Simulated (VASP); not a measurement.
# SrO (Fm-3m) in VASP: further runs, part 2 of 3

VASP 6.6.1. The steps go on from the part before.

### Step 3. Single point, PBE-based global hybrid

Contents of POSCAR:

```
SrO
1.0
    0.0000000000      2.5663000000      2.5663000000
    2.5663000000      0.0000000000      2.5663000000
    2.5663000000      2.5663000000      0.0000000000
Sr O
1 1
Direct
    0.5000000000      0.5000000000      0.5000000000
    0.0000000000      0.0000000000      0.0000000000
```

Contents of INCAR.step1:

```
SYSTEM = SrO
PREC     = Accurate       ! precision mode
ENCUT    = 520            ! plane-wave cutoff, eV
EDIFF    = 1E-5           ! SCF threshold, eV
ISMEAR   = -1             ! smearing method
SIGMA    = 0.05           ! smearing width, eV
LREAL    = .False.        ! projectors in reciprocal space
LASPH    = .True.         ! aspherical terms in the spheres
NELM     = 60             ! most SCF steps
ALGO     = Normal         ! electronic algorithm
ISIF     = 2              ! what is computed and relaxed
LWAVE    = .True.         ! write WAVECAR
LCHARG   = .False.        ! write CHGCAR
GGA      = PE             ! functional
NBANDS   = 15             ! bands
```

Contents of INCAR.step2:

```
SYSTEM = SrO
PREC     = Accurate       ! precision mode
ENCUT    = 520            ! plane-wave cutoff, eV
EDIFF    = 1E-6           ! SCF threshold, eV
ISMEAR   = -1             ! smearing method
SIGMA    = 0.05           ! smearing width, eV
LREAL    = .False.        ! projectors in reciprocal space
LASPH    = .True.         ! aspherical terms in the spheres
NELM     = 60             ! most SCF steps
ALGO     = Normal         ! electronic algorithm
ISIF     = 2              ! what is computed and relaxed
LWAVE    = .False.        ! write WAVECAR
LCHARG   = .False.        ! write CHGCAR
GGA      = PE             ! functional
LHFCALC  = .True.         ! exact exchange
AEXX     = 0.25           ! exact-exchange fraction
PRECFOCK = Normal       
ISTART   = 1            
NBANDS   = 15             ! bands
```

Contents of KPOINTS:

```
regular mesh
0
Gamma
  5 5 5
  0 0 0
```

Potentials or basis: VASP PAW PBE potentials, release 64 (Sr_sv, O).

The run is started by

```bash
$ cat potpaw_PBE.64/Sr_sv/POTCAR potpaw_PBE.64/O/POTCAR > POTCAR
$ cp INCAR.step1 INCAR
$ mpirun -np 1 vasp_std > vasp.out
$ cp INCAR.step2 INCAR
$ mpirun -np 1 vasp_std > vasp.out
```

OUTCAR:

```text
SYSTEM = SrO
   PREC = Accurate
   ENCUT = 520
   EDIFF = 1E-6
   ISMEAR = -1
   LREAL = .False.
   LASPH = .True.
   NELM = 60
   ISIF = 2
   GGA = PE
   LHFCALC = .True.
   AEXX = 0.25
   PRECFOCK = Normal
   ISTART = 1

 ion  position               nearest neighbor table
   1  0.500  0.500  0.500-   2 2.57   2 2.57   2 2.57   2 2.57   2 2.57   2 2.57
   2  0.000  0.000  0.000-   1 2.57   1 2.57   1 2.57   1 2.57   1 2.57   1 2.57

  LATTYP: Found a face centered cubic cell.
 ALAT       =     5.1326000000

  Lattice vectors:

 A1 = (   0.0000000000,   2.5663000000,   2.5663000000)
 A2 = (   2.5663000000,   0.0000000000,   2.5663000000)
 A3 = (   2.5663000000,   2.5663000000,   0.0000000000)

Analysis of symmetry for initial positions (statically):
=====================================================================
 Subroutine PRICEL returns:
 Original cell was already a primitive cell.

 Routine SETGRP: Setting up the symmetry group for a
 face centered cubic supercell.

 Subroutine GETGRP returns: Found 48 space group operations
[... 9 lines left out ...]

 Routine SETGRP: Setting up the symmetry group for a
 face centered cubic supercell.

 Subroutine GETGRP returns: Found 48 space group operations
[... 11 lines left out ...]
                                     Primitive cell

  volume of cell :      33.8028

  direct lattice vectors                    reciprocal lattice vectors
     0.000000000  2.566300000  2.566300000    -0.194833028  0.194833028  0.194833028
     2.566300000  0.000000000  2.566300000     0.194833028 -0.194833028  0.194833028
     2.566300000  2.566300000  0.000000000     0.194833028  0.194833028 -0.194833028

  length of vectors
     3.629296265  3.629296265  3.629296265     0.337460704  0.337460704  0.337460704

  position of ions in fractional coordinates (direct lattice)
     0.500000000  0.500000000  0.500000000
     0.000000000  0.000000000  0.000000000

  ion indices of the primitive-cell ions
   primitive index   ion index
                 1           1
                 2           2

----------------------------------------------------------------------------------------

 KPOINTS: regular mesh

Automatic generation of k-mesh.
 Grid dimensions read from file:
 generate k-points for:    5    5    5

 Generating k-lattice:

  Cartesian coordinates                     Fractional coordinates (reciprocal lattice)
    -0.038966606  0.038966606  0.038966606     0.200000000  0.000000000  0.000000000
     0.038966606 -0.038966606  0.038966606     0.000000000  0.200000000  0.000000000
     0.038966606  0.038966606 -0.038966606     0.000000000  0.000000000  0.200000000

  Length of vectors
     0.067492141  0.067492141  0.067492141

  Shift w.r.t. Gamma in fractional coordinates (k-lattice)
     0.000000000  0.000000000  0.000000000

 Subroutine IBZKPT returns following result:
 ===========================================

 Found     10 irreducible k-points:

 Following reciprocal coordinates:
            Coordinates               Weight
  0.000000  0.000000  0.000000      1.000000
  0.200000  0.000000  0.000000      8.000000
  0.400000  0.000000  0.000000      8.000000
  0.200000  0.200000  0.000000      6.000000
  0.400000  0.200000  0.000000     24.000000
 -0.400000  0.200000  0.000000     24.000000
 -0.200000  0.200000  0.000000     12.000000
  0.400000  0.400000  0.000000      6.000000
 -0.400000  0.400000  0.000000     12.000000
 -0.400000  0.400000  0.200000     24.000000
   k-points           NKPTS =     10   k-points in BZ     NKDIM =    125   number of bands    NBANDS=     15
   number of dos      NEDOS =    301   number of ions     NIONS =      2
   total plane-waves  NPLWV =  21952
   dimension x,y,z NGX =    28 NGY =   28 NGZ =   28
   dimension x,y,z NGXF=    56 NGYF=   56 NGZF=   56
   ions per type =               1   1
   NGX,Y,Z   is equivalent  to a cutoff of  12.83, 12.83, 12.83 a.u.
   NGXF,Y,Z  is equivalent  to a cutoff of  25.65, 25.65, 25.65 a.u.
 SYSTEM =  SrO
   PREC   = accura    normal or accurate (medium, high low for compatibility)
   ISTART =      1    job   : 0-new  1-cont  2-samecut
   ICHARG =      0    charge: 1-file 2-atom 10-const
   ISPIN  =      1    spin polarized calculation?
   LNONCOLLINEAR =      F non collinear calculations
   LSORBIT =      F    spin-orbit coupling
   LASPH  =      T    aspherical Exc in radial PAW
   ENCUT  =  520.0 eV  38.22 Ry    6.18 a.u.   6.75  6.75  6.75*2*pi/ulx,y,z
   NELM   =     60;   NELMIN=  2; NELMDL=  0     # of ELM steps
   EDIFF  = 0.1E-05   stopping-criterion for ELM
   LREAL  =      F    real-space projection
   EDIFFG = 0.1E-04   stopping-criterion for IOM
   NSW    =      0    number of steps for IOM
   IBRION =     -1    ionic relax: 0-MD 1-quasi-New 2-CG
   NFREE  =      0    steps in history (QN), initial steepest desc. (CG)
   ISIF   =      2    stress and relaxation
   ISYM   =      3    0-nonsym 1-usesym 2-fastsym
   POTIM  = 0.5000    time-step for ionic-motion
   TEBEG  =    0.0;   TEEND  =   0.0 temperature during run
   PSTRESS=    0.0 pullay stress
   NELECT =      16.0000    total number of electrons
   NUPDOWN=      -1.0000    fix difference up-down
   EMIN   =  10.00;   EMAX   =-10.00  energy-range for DOS
   EFERMI =   0.00;   METHOD = LEGACY
   ISMEAR =    -1;   SIGMA  =   0.05  broadening in eV -4-tet -1-fermi 0-gaus
   EFERMI_NEDOS =   21; number of points for ismear=-14 and -15
   IALGO  =     38    algorithm
   IMIX   =      1    mixing-type and parameters
     AMIX     =   0.40;   BMIX     =  1.00
     AMIX_MAG =   1.60;   BMIX_MAG =  1.00
  volume/ion in A,a.u.               =      16.90       114.06
  Fermi-wavevector in a.u.,A,eV,Ry     =   1.275843  2.410995 22.147245  1.627777
  Thomas-Fermi vector in A             =   2.408533
   LORBIT       =      0    0 simple, 1 ext, 2 COOP (PROOUT), +10 PAW based schemes
   GGA     = PE    functional components
   LHFCALC =     T    Hartree Fock is set to
   PRECFOCK=normal    Normal, Fast or Accurate (Low or Medium for compatibility)
   ENCUT4O =  -1.0   cutoff for four orbital integrals eV
   NKREDX  =     1    reduce k-point grid by
   NKREDY  =     1    reduce k-point grid by
   NKREDZ  =     1    reduce k-point grid by
   AEXX    =    0.2500 exact exchange contribution
   HFSCREEN=    0.0000 screening length (either q_TF or 0.3 A-1)
   HFSCREENC=   0.0000 screening length for correlation (either q_TF or 0.3 A-1)
   ENCUTFOCK=  -1.0 apply spherical cutoff to Coloumb kernel
   IVDW    =     0    specifies the selected vdW correction
   LEPSILON=     F    determine dielectric tensor
   LRPA    =     F    only Hartree local field effects (RPA)
 non-spin polarized calculation
  energy-cutoff  :      520.00
  volume of cell :       33.80
 maximum number of plane-waves:       941
  NGX = 24; NGY = 24; NGZ = 24

 number of electron      15.9999996 magnetization

 Free energy of the ion-electron system (eV)
  ---------------------------------------------------
  ext. energy  EPLUGINS =         0.00000000
  ---------------------------------------------------
  free energy    TOTEN  =       -14.77153762 eV

  energy without entropy =      -14.77153762  energy(sigma->0) =      -14.77153762

 E-fermi :   1.3852     XC(G=0):  -7.9035

 val. band max:        0.2216826054   @ k =   0.0000   0.0000   0.0000
 cond. band min:       5.9096462057   @ k =   0.4000   0.4000   0.0000
 fundamental gap:      5.6879636003
 Fermi energy:         1.3852474462

 k-point     1 :       0.0000    0.0000    0.0000
  band No.  band energies     occupation
      1     -34.1114      2.00000
      2     -16.3686      2.00000
      3     -14.4409      2.00000
      4     -14.4409      2.00000
      5     -14.4409      2.00000
      6       0.2217      2.00000
      7       0.2217      2.00000
      8       0.2217      2.00000
      9       6.4625      0.00000
     10       8.8828      0.00000
     11       8.8828      0.00000
     12       8.8828      0.00000
     13      11.1542      0.00000
     14      11.1542      0.00000
     15      15.2680      0.00000
[... 145 lines left out ...]
 k-point    10 :      -0.4000    0.4000    0.2000
  band No.  band energies     occupation
      1     -33.9247      2.00000
      2     -17.0633      2.00000
      3     -15.0269      2.00000
      4     -14.9723      2.00000
      5     -14.0058      2.00000
      6      -1.0517      2.00000
      7      -0.5442      2.00000
      8      -0.2006      2.00000
      9       7.8654      0.00000
     10       9.7255      0.00000
     11      11.5818      0.00000
     12      13.3356      0.00000
     13      14.1985      0.00000
     14      15.9504      0.00000
     15      16.7773      0.00000

------------------------ aborting loop because EDIFF is reached ----------------------------------------

  FORCE on cell =-STRESS in cart. coord.  units (eV):
  Direction    XX          YY          ZZ          XY          YZ          ZX
  --------------------------------------------------------------------------------------
  -------------------------------------------------------------------------------------
  Total        0.3425222      0.3425222      0.3425222      0.0000000     -0.0000000      0.0000000
  in kB       16.2348059     16.2348059     16.2348059      0.0000000     -0.0000000      0.0000000
  external PRESSURE =      16.2348059 kB  Pullay stress =       0.0000000 kB

 VOLUME and BASIS-vectors are now :
 -----------------------------------------------------------------------------
  energy-cutoff  :      520.00
  volume of cell :       33.80
      direct lattice vectors                 reciprocal lattice vectors
     0.000000000  2.566300000  2.566300000    -0.194833028  0.194833028  0.194833028
     2.566300000  0.000000000  2.566300000     0.194833028 -0.194833028  0.194833028
     2.566300000  2.566300000  0.000000000     0.194833028  0.194833028 -0.194833028

 POSITION                                       TOTAL-FORCE (eV/Angst)
 -----------------------------------------------------------------------------------
      2.56630      2.56630      2.56630        -0.000000     -0.000000     -0.000000
      0.00000      0.00000      0.00000         0.000000      0.000000      0.000000
 -----------------------------------------------------------------------------------
    total drift:                               -0.000000      0.000000      0.000000

  FREE ENERGIE OF THE ION-ELECTRON SYSTEM (eV)
  ---------------------------------------------------
  free  energy   TOTEN  =       -14.7715376185 eV

  energy  without entropy=      -14.7715376185  energy(sigma->0) =      -14.77153762
```

It took 10 min on 1 thread of Intel Xeon Platinum 8488C (Sapphire Rapids), shared host; peak memory 0.17 GiB.

What came out:

- Free energy: -14.7715 eV
- Pressure: 1.6 GPa
- Band gap on the k mesh: 5.69 eV, indirect (least direct gap 5.81 eV)

Caveat: the k points lie up to 0.42 Å⁻¹ apart; the PAW data sets were made with another functional, which shifts forces and pressure a little. A k mesh can miss the band edges.

(Part 2 of 3 ends here.)
